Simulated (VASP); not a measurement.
## Mg16O16F (a cell with a defect) (F interstitial hop between voids): single point with PBE

Mg16O16F (a cell with a defect) (F interstitial hop between voids):

```
Mg O F
1.0
    -4.25438    4.25438    4.25438
     4.25438   -4.25438    4.25438
     4.25438    4.25438   -4.25438
Mg O F
16 16 1
Cartesian
  0.0034 0.0018 -0.1385
  4.2150 2.1640 -2.1185
  4.2343 -0.0090 0.0095
  4.3223 -2.0423 2.1164
  2.1644 4.2148 -2.1184
  2.0973 2.0959 0.0662
  2.0492 -0.0879 2.1176
  2.1276 -2.1159 4.2642
  -0.0080 4.2329 0.0086
  -0.0848 2.0471 2.1174
  0.0258 0.0244 4.3296
  4.3945 1.9682 2.1029
  -2.0390 4.3200 2.1165
  -2.1144 2.1266 4.2633
  1.9667 4.3959 2.1020
  2.1241 2.1227 4.1268
  2.2026 2.2018 -2.1048
  2.1440 -0.0525 -0.0235
  2.1112 -2.1170 2.1465
  6.2666 0.1047 0.0966
  -0.0507 2.1420 -0.0235
  -0.0730 -0.0738 2.1489
  4.2438 2.1310 0.0551
  4.2639 -0.0223 2.1468
  -2.1149 2.1100 2.1468
  2.1317 4.2432 0.0555
  1.7865 1.7836 1.9972
  2.1743 -0.0244 4.2267
  0.1049 6.2664 0.0952
  -0.0202 4.2628 2.1465
  -0.0225 2.1724 4.2269
  0.3550 0.3525 6.2478
  3.1977 3.2007 2.7530
```

| Property | Result |
| --- | --- |
| Program | VASP 6.6.1 |
| Task | single point |
| Functional | PBE |
| Potentials or basis | VASP PAW PBE potentials, release 64 (Mg, O, F) |
| Cutoff | 520 eV |
| k mesh | 1 × 1 × 1, shifted |
| Occupations | fermi-dirac, width 0.01 eV |
| Spin | no spin polarisation |

```
Largest force : 0.930 eV/Å
```

Forces in eV/Å, atoms in the order of the input:
```
Mg  -0.021 -0.015  0.009
Mg   0.018 -0.021 -0.015
Mg  -0.002  0.013 -0.009
Mg  -0.012 -0.030 -0.040
Mg  -0.022  0.017 -0.015
Mg  -0.015 -0.014 -0.138
Mg   0.037  0.037 -0.038
Mg  -0.010  0.005 -0.009
Mg   0.015 -0.004 -0.012
Mg   0.023  0.037 -0.037
Mg   0.026  0.027 -0.172
Mg  -0.063  0.099 -0.053
Mg  -0.053 -0.009 -0.041
Mg   0.006 -0.012 -0.011
Mg   0.109 -0.070 -0.051
Mg   0.032  0.036 -0.024
O   -0.029 -0.035  0.017
O   -0.025 -0.010 -0.060
O    0.022  0.003  0.006
O   -0.115  0.116  0.148
O   -0.010 -0.023 -0.057
O    0.019  0.013  0.017
O   -0.051  0.053  0.016
O   -0.033  0.014  0.008
O   -0.011  0.026  0.007
O    0.052 -0.052  0.012
O    0.100  0.091 -0.214
O    0.012  0.024 -0.051
O    0.116 -0.114  0.144
O   -0.001 -0.031  0.008
O    0.024  0.014 -0.055
O   -0.120 -0.139 -0.217
F   -0.021 -0.043  0.929
```

Levels at points of the mesh, in eV from the Fermi level:
```csv
k point,band 65,band 66,band 67,band 68,band 69,band 70,band 71,band 72
"(0.25, 0.25, 0.25)",-1.61,-1.58,-1.08,-0.25,5.20,5.26,5.42,5.58
```

It took 2.5 min on 1 thread of Intel(R) Xeon(R) Platinum 8375C CPU @ 2.90GHz (Ice Lake) (shared host), peak memory 0.41 GiB.

Caveat: the k points lie up to 1.04 Å⁻¹ apart; the cell carries a net charge on a neutralising background, which shifts energy and pressure; the cell is charged against a uniform background, so pressure and absolute levels hang on convention.
